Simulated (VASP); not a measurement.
Wanted: the native input for a VASP 6.6.1 run.

```
Task                   : single point
Functional             : revPBE
Potentials or basis    : VASP PAW PBE potentials, release 64 (Co)
Cutoff                 : 520 eV
k mesh                 : 25 × 25 × 25
Occupations            : fermi-dirac, width 0.05 eV
Spin                   : collinear spin, ferromagnetic start
Starting moments       : [1.751] μB
Dipole correction      : no
Further INCAR settings : ALGO = Normal; EDIFF = 1e-07; NBANDS = 14
```

The structure of Co lies in POSCAR:

```
Co
1.0
    0.0000000000      1.7724614484      1.7724614484
    1.7724614484      0.0000000000      1.7724614484
    1.7724614484      1.7724614484      0.0000000000
Co
1
Direct
    0.0000000000      0.0000000000      0.0000000000
```

These files were run (other wordings do the same):

INCAR

```
PREC = Accurate
ENCUT = 520
EDIFF = 1E-7
ISMEAR = -1
SIGMA = 0.05
LREAL = False
LASPH = True
NELM = 150
ALGO = Normal
ISIF = 2
LWAVE = False
LCHARG = True
ISPIN = 2
MAGMOM = 1.751
LORBIT = 11
LMAXMIX = 4
GGA = RE
LELF = True
LVHAR = True
NBANDS = 14
```

KPOINTS

```
Automatic mesh
0
Gamma
  25 25 25
```

Potentials or basis: VASP PAW PBE potentials, release 64 (Co).

The run is started by

```console
$ cat potpaw_PBE.64/Co/POTCAR > POTCAR
$ mpirun -np 1 vasp_std > vasp.out
```

It gave:

```json
{
  "Pressure": "-0.5 GPa",
  "Net moment": "1.67 μB per cell",
  "Site moments": "Co +1.69 μB",
  "Valence electrons inside the program's atomic spheres": "Co 8.22"
}
```

Caveat: the PAW data sets were made with another functional, which shifts forces and pressure a little.

Wall time 2.3 min on 1 thread of Intel(R) Xeon(R) Platinum 8259CL CPU @ 2.50GHz (Skylake/Cascade Lake) (shared host), peak memory 0.22 GiB.
